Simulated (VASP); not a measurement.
# Al in VASP: single point with PBE

Aim: the single point of Al with PBE.

Everything below comes from runs of VASP 6.6.1. Logs are shortened: lines on timing, memory, paths and dates and some standing lists are left out, and cuts for length are marked.

### 1 The cell of the first run

The cell holds a slab with vacuum, 6 atoms: a = 2.862 Å, b = 2.862 Å, c = 25.120 Å, α = 90.00°, β = 90.00°, γ = 90.00°.

### 2 Single point, PBE

Input file INCAR:

```
SYSTEM = Al
  PREC = Accurate
  ENCUT = 520
  EDIFF = 1E-6
  ISMEAR = -1
  SIGMA = 0.05
  LREAL = .FALSE.
  LASPH = .TRUE.
  NELM = 100
  ALGO = Normal
  ISIF = 2
  LWAVE = .FALSE.
  LCHARG = .FALSE.
  LDIPOL = .TRUE.
  IDIPOL = 3
  DIPOL = 0.5 0.5 0.500
  GGA = PE
  NBANDS = 18
```

Input file KPOINTS:

```
regular mesh
0
G
  9 9 1
  0 0 0
```

Input file POSCAR:

```
Al
1.0
    2.8623399660      0.0000000000      0.0000000000
    0.0000000000      2.8623399660      0.0000000000
    0.0000000000      0.0000000000     25.1199000000
Al
6
Direct
    0.5000000000      0.5000000000      0.2985680675
    0.0000000000      0.0000000000      0.3791408405
    0.5000000000      0.5000000000      0.4597136135
    0.0000000000      0.0000000000      0.5402863865
    0.5000000000      0.5000000000      0.6208591595
    0.0000000000      0.0000000000      0.7014319325
```

Potentials or basis: VASP PAW PBE potentials, release 64 (Al).

Launch:

```bash
$ cat potpaw_PBE.64/Al/POTCAR > POTCAR
$ mpirun -np 1 vasp_std > vasp.out
```

OUTCAR:

```text
SYSTEM = Al
   PREC = Accurate
   ENCUT = 520
   EDIFF = 1E-6
   ISMEAR = -1
   LREAL = .FALSE.
   LASPH = .TRUE.
   NELM = 100
   ISIF = 2
   GGA = PE

 ion  position               nearest neighbor table
   1  0.500  0.500  0.299-   2 2.86   2 2.86   2 2.86   2 2.86
   2  0.000  0.000  0.379-   1 2.86   3 2.86   1 2.86   3 2.86   1 2.86   3 2.86   1 2.86   3 2.86

   3  0.500  0.500  0.460-   2 2.86   4 2.86   2 2.86   4 2.86   2 2.86   4 2.86   2 2.86   4 2.86

   4  0.000  0.000  0.540-   3 2.86   5 2.86   3 2.86   5 2.86   3 2.86   5 2.86   3 2.86   5 2.86

   5  0.500  0.500  0.621-   4 2.86   6 2.86   4 2.86   6 2.86   4 2.86   6 2.86   4 2.86   6 2.86

   6  0.000  0.000  0.701-   5 2.86   5 2.86   5 2.86   5 2.86

  LATTYP: Found a simple tetragonal cell.
 ALAT       =     2.8623399660
 C/A-ratio  =     8.7760015576

  Lattice vectors:

 A1 = (   2.8623399660,   0.0000000000,   0.0000000000)
 A2 = (   0.0000000000,   2.8623399660,   0.0000000000)
 A3 = (   0.0000000000,   0.0000000000,  25.1199000000)

Analysis of symmetry for initial positions (statically):
=====================================================================
 Subroutine PRICEL returns:
 Original cell was already a primitive cell.

 Routine SETGRP: Setting up the symmetry group for a
 simple tetragonal supercell.

 Subroutine GETGRP returns: Found 16 space group operations
 (whereof  8 operations were pure point group operations)
 out of a pool of 16 trial point group operations.

The static configuration has the point symmetry C_4v.
 The point group associated with its full space group is D_4h.

Analysis of symmetry for dynamics (positions and initial velocities):
=====================================================================
 Subroutine PRICEL returns:
 Original cell was already a primitive cell.

 Routine SETGRP: Setting up the symmetry group for a
 simple tetragonal supercell.

 Subroutine GETGRP returns: Found 16 space group operations
 (whereof  8 operations were pure point group operations)
 out of a pool of 16 trial point group operations.

The dynamic configuration has the point symmetry C_4v.
 The point group associated with its full space group is D_4h.

 Subroutine INISYM returns: Found 16 space group operations
 (whereof  8 operations are pure point group operations),
 and found     1 'primitive' translations

----------------------------------------------------------------------------------------

                                     Primitive cell

  volume of cell :     205.8071

  direct lattice vectors                    reciprocal lattice vectors
     2.862339966  0.000000000  0.000000000     0.349364510  0.000000000  0.000000000
     0.000000000  2.862339966  0.000000000     0.000000000  0.349364510  0.000000000
     0.000000000  0.000000000 25.119900000     0.000000000  0.000000000  0.039809076

  length of vectors
     2.862339966  2.862339966 25.119900000     0.349364510  0.349364510  0.039809076

  position of ions in fractional coordinates (direct lattice)
     0.500000000  0.500000000  0.298568067
     0.000000000  0.000000000  0.379140840
     0.500000000  0.500000000  0.459713613
     0.000000000  0.000000000  0.540286387
     0.500000000  0.500000000  0.620859160
     0.000000000  0.000000000  0.701431933

  ion indices of the primitive-cell ions
   primitive index   ion index
                 1           1
                 2           2
                 3           3
                 4           4
                 5           5
                 6           6

----------------------------------------------------------------------------------------

 KPOINTS: regular mesh

Automatic generation of k-mesh.
 Grid dimensions read from file:
 generate k-points for:    9    9    1

 Generating k-lattice:

  Cartesian coordinates                     Fractional coordinates (reciprocal lattice)
     0.038818279  0.000000000  0.000000000     0.111111111  0.000000000  0.000000000
     0.000000000  0.038818279  0.000000000     0.000000000  0.111111111  0.000000000
     0.000000000  0.000000000  0.039809076     0.000000000  0.000000000  1.000000000

  Length of vectors
     0.038818279  0.038818279  0.039809076

  Shift w.r.t. Gamma in fractional coordinates (k-lattice)
     0.000000000  0.000000000  0.000000000

 Subroutine IBZKPT returns following result:
 ===========================================

 Found     15 irreducible k-points:

 Following reciprocal coordinates:
            Coordinates               Weight
  0.000000  0.000000  0.000000      1.000000
  0.111111  0.000000  0.000000      4.000000
  0.222222  0.000000  0.000000      4.000000
  0.333333  0.000000  0.000000      4.000000
  0.444444  0.000000  0.000000      4.000000
  0.111111  0.111111  0.000000      4.000000
  0.222222  0.111111  0.000000      8.000000
  0.333333  0.111111  0.000000      8.000000
  0.444444  0.111111  0.000000      8.000000
  0.222222  0.222222  0.000000      4.000000
  0.333333  0.222222  0.000000      8.000000
  0.444444  0.222222  0.000000      8.000000
  0.333333  0.333333  0.000000      4.000000
  0.444444  0.333333  0.000000      8.000000
  0.444444  0.444444  0.000000      4.000000
   k-points           NKPTS =     15   k-points in BZ     NKDIM =     15   number of bands    NBANDS=     18
   number of dos      NEDOS =    301   number of ions     NIONS =      6
   total plane-waves  NPLWV = 110592
   dimension x,y,z NGX =    24 NGY =   24 NGZ =  192
   dimension x,y,z NGXF=    48 NGYF=   48 NGZF=  384
   ions per type =               6
   NGX,Y,Z   is equivalent  to a cutoff of  13.94, 13.94, 12.71 a.u.
   NGXF,Y,Z  is equivalent  to a cutoff of  27.88, 27.88, 25.41 a.u.
 SYSTEM =  Al
   PREC   = accura    normal or accurate (medium, high low for compatibility)
   ISTART =      0    job   : 0-new  1-cont  2-samecut
   ICHARG =      2    charge: 1-file 2-atom 10-const
   ISPIN  =      1    spin polarized calculation?
   LNONCOLLINEAR =      F non collinear calculations
   LSORBIT =      F    spin-orbit coupling
   LASPH  =      T    aspherical Exc in radial PAW
   ENCUT  =  520.0 eV  38.22 Ry    6.18 a.u.   5.32  5.32 46.71*2*pi/ulx,y,z
   NELM   =    100;   NELMIN=  2; NELMDL= -5     # of ELM steps
   EDIFF  = 0.1E-05   stopping-criterion for ELM
   LREAL  =      F    real-space projection
   EDIFFG = 0.1E-04   stopping-criterion for IOM
   NSW    =      0    number of steps for IOM
   IBRION =     -1    ionic relax: 0-MD 1-quasi-New 2-CG
   NFREE  =      0    steps in history (QN), initial steepest desc. (CG)
   ISIF   =      2    stress and relaxation
   ISYM   =      2    0-nonsym 1-usesym 2-fastsym
   POTIM  = 0.5000    time-step for ionic-motion
   TEBEG  =    0.0;   TEEND  =   0.0 temperature during run
   PSTRESS=    0.0 pullay stress
   NELECT =      18.0000    total number of electrons
   NUPDOWN=      -1.0000    fix difference up-down
   EMIN   =  10.00;   EMAX   =-10.00  energy-range for DOS
   EFERMI =   0.00;   METHOD = LEGACY
   ISMEAR =    -1;   SIGMA  =   0.05  broadening in eV -4-tet -1-fermi 0-gaus
   EFERMI_NEDOS =   21; number of points for ismear=-14 and -15
   IALGO  =     38    algorithm
   IMIX   =      4    mixing-type and parameters
     AMIX     =   0.40;   BMIX     =  1.00
     AMIX_MAG =   1.60;   BMIX_MAG =  1.00
  volume/ion in A,a.u.               =      34.30       231.48
  Fermi-wavevector in a.u.,A,eV,Ry     =   0.726684  1.373234  7.184822  0.528070
  Thomas-Fermi vector in A             =   1.817719
   LORBIT       =      0    0 simple, 1 ext, 2 COOP (PROOUT), +10 PAW based schemes
   GGA     = PE    functional components
   LHFCALC =     F    Hartree Fock is set to
   AEXX    =    0.0000 exact exchange contribution
   IVDW    =     0    specifies the selected vdW correction
   LEPSILON=     F    determine dielectric tensor
   LRPA    =     F    only Hartree local field effects (RPA)
 non-spin polarized calculation
  energy-cutoff  :      520.00
  volume of cell :      205.81
 maximum number of plane-waves:      5589
 NGX is ok and might be reduce to    24
   NGX = 11   NGY = 11   NGZ = 93

 dipolmoment           0.000000      0.000000     -0.000000 electrons x Angstroem

 number of electron      18.0000000 magnetization

 dipolmoment           0.000000      0.000000      0.000000 electrons x Angstroem

 Free energy of the ion-electron system (eV)
  ---------------------------------------------------
  ext. energy  EPLUGINS =         0.00000000
  ---------------------------------------------------
  free energy    TOTEN  =       -21.45924093 eV

  energy without entropy =      -21.43813899  energy(sigma->0) =      -21.44868996

 E-fermi :   1.7005     XC(G=0):  -5.6978

 val. band max:        1.5371240336   @ k =   0.2222   0.2222   0.0000
 cond. band min:       1.7209182204   @ k =   0.4444   0.1111   0.0000
 fundamental gap:      0.1837941868
 Fermi energy:         1.7005446749

 k-point     1 :       0.0000    0.0000    0.0000
  band No.  band energies     occupation
      1      -9.1924      2.00000
      2      -8.5755      2.00000
      3      -7.4545      2.00000
      4      -6.0108      2.00000
      5      -4.1953      2.00000
      6      -2.0394      2.00000
[... 10 lines left out ...]
     17       7.7444      0.00000
     18       7.9791      0.00000

 k-point     2 :       0.1111    0.0000    0.0000
  band No.  band energies     occupation
      1      -8.9698      2.00000
      2      -8.3538      2.00000
      3      -7.2343      2.00000
      4      -5.7924      2.00000
      5      -3.9789      2.00000
      6      -1.8242      2.00000
[... 10 lines left out ...]
     17       7.6401      0.00000
     18       7.7471      0.00000

 k-point     3 :       0.2222    0.0000    0.0000
  band No.  band energies     occupation
      1      -8.3041      2.00000
      2      -7.6908      2.00000
      3      -6.5756      2.00000
      4      -5.1393      2.00000
      5      -3.3318      2.00000
      6      -1.1835      2.00000
[... 10 lines left out ...]
     17       8.1152      0.00000
     18       8.3396      0.00000

 k-point     4 :       0.3333    0.0000    0.0000
  band No.  band energies     occupation
      1      -7.2014      2.00000
      2      -6.5927      2.00000
      3      -5.4846      2.00000
      4      -4.0577      2.00000
      5      -2.2623      2.00000
      6      -1.3971      2.00000
[... 10 lines left out ...]
     17       7.5738      0.00000
     18       7.9618      0.00000

 k-point     5 :       0.4444    0.0000    0.0000
  band No.  band energies     occupation
      1      -5.6719      2.00000
      2      -5.0698      2.00000
      3      -3.9748      2.00000
      4      -3.7301      2.00000
      5      -3.1264      2.00000
      6      -2.5550      2.00000
[... 10 lines left out ...]
     17       7.9946      0.00000
     18       9.0906      0.00000

 k-point     6 :       0.1111    0.1111    0.0000
  band No.  band energies     occupation
      1      -8.7476      2.00000
      2      -8.1325      2.00000
      3      -7.0144      2.00000
      4      -5.5743      2.00000
      5      -3.7628      2.00000
      6      -1.6094      2.00000
[... 118 lines left out ...]
 k-point    12 :       0.4444    0.2222    0.0000
  band No.  band energies     occupation
      1      -4.8075      2.00000
      2      -4.2090      2.00000
      3      -3.1202      2.00000
      4      -2.8856      2.00000
      5      -2.2855      2.00000
      6      -1.7086      2.00000
[... 10 lines left out ...]
     17       6.3810      0.00000
     18       6.6688      0.00000

 k-point    13 :       0.3333    0.3333    0.0000
  band No.  band energies     occupation
      1      -5.2400      2.00000
      2      -4.6393      2.00000
      3      -3.5441      2.00000
      4      -2.1341      2.00000
      5      -0.3616      2.00000
      6      -0.1023      2.00000
[... 10 lines left out ...]
     17       5.7939      0.00000
     18       6.2654      0.00000

 k-point    14 :       0.4444    0.3333    0.0000
  band No.  band energies     occupation
      1      -3.7393      2.00000
      2      -3.1459      2.00000
      3      -2.0652      2.00000
      4      -1.8641      2.00000
      5      -1.2721      2.00000
      6      -0.6667      2.00000
[... 10 lines left out ...]
     17       4.6272      0.00000
     18       5.0557      0.00000

 k-point    15 :       0.4444    0.4444    0.0000
  band No.  band energies     occupation
      1      -2.2851      2.00000
      2      -1.7010      2.00000
      3      -0.9203      2.00000
      4      -0.6343      2.00000
      5      -0.3560      2.00000
      6       0.3970      2.00000
[... 10 lines left out ...]
     17       3.7548      0.00000
     18       4.4784      0.00000

------------------------ aborting loop because EDIFF is reached ----------------------------------------

 vacuum level on the upper side and lower side of the slab       (xc-potential included)        -0.156        -0.156

  FORCE on cell =-STRESS in cart. coord.  units (eV):
  Direction    XX          YY          ZZ          XY          YZ          ZX
  --------------------------------------------------------------------------------------
  -------------------------------------------------------------------------------------
  Total       -2.0622860     -2.0622860      0.5305852      0.0000000      0.0000000      0.0000000
  in kB      -16.0545870    -16.0545870      4.1305260      0.0000000      0.0000000      0.0000000
  external PRESSURE =      -9.3262160 kB  Pullay stress =       0.0000000 kB

 VOLUME and BASIS-vectors are now :
 -----------------------------------------------------------------------------
  energy-cutoff  :      520.00
  volume of cell :      205.81
      direct lattice vectors                 reciprocal lattice vectors
     2.862339966  0.000000000  0.000000000     0.349364510  0.000000000  0.000000000
     0.000000000  2.862339966  0.000000000     0.000000000  0.349364510  0.000000000
     0.000000000  0.000000000 25.119900000     0.000000000  0.000000000  0.039809076

 POSITION                                       TOTAL-FORCE (eV/Angst)
 -----------------------------------------------------------------------------------
      1.43117      1.43117      7.50000        -0.000000      0.000000     -0.138874
      0.00000      0.00000      9.52398        -0.000000      0.000000      0.061766
      1.43117      1.43117     11.54796        -0.000000      0.000000      0.243450
      0.00000      0.00000     13.57194        -0.000000      0.000000     -0.243450
      1.43117      1.43117     15.59592         0.000000      0.000000     -0.061766
      0.00000      0.00000     17.61990         0.000000      0.000000      0.138874
 -----------------------------------------------------------------------------------
    total drift:                               -0.000000      0.000000      0.000000

  FREE ENERGIE OF THE ION-ELECTRON SYSTEM (eV)
  ---------------------------------------------------
  free  energy   TOTEN  =       -21.4592409282 eV

  energy  without entropy=      -21.4381389874  energy(sigma->0) =      -21.44868996

 vacuum level on the upper side and lower side of the slab         5.890         5.890
```

It took 58 s on 1 thread of Intel Xeon Platinum 8375C at 2.90GHz (Ice Lake), shared host; peak memory 0.32 GiB.

Results:

| Quantity | Value |
| --- | --- |
| Free energy | -21.4592 eV |
| Largest force | 0.243 eV/Å |
| Band gap on the k mesh | zero (band 9 reaches 4.35 eV, above the bottom of band 10 at 0.99 eV) |

Forces in eV/Å, atoms in the order of the input:
```
Al   0.000  0.000 -0.139
Al   0.000  0.000  0.062
Al   0.000  0.000  0.243
Al   0.000  0.000 -0.243
Al   0.000  0.000 -0.062
Al   0.000  0.000  0.139
```
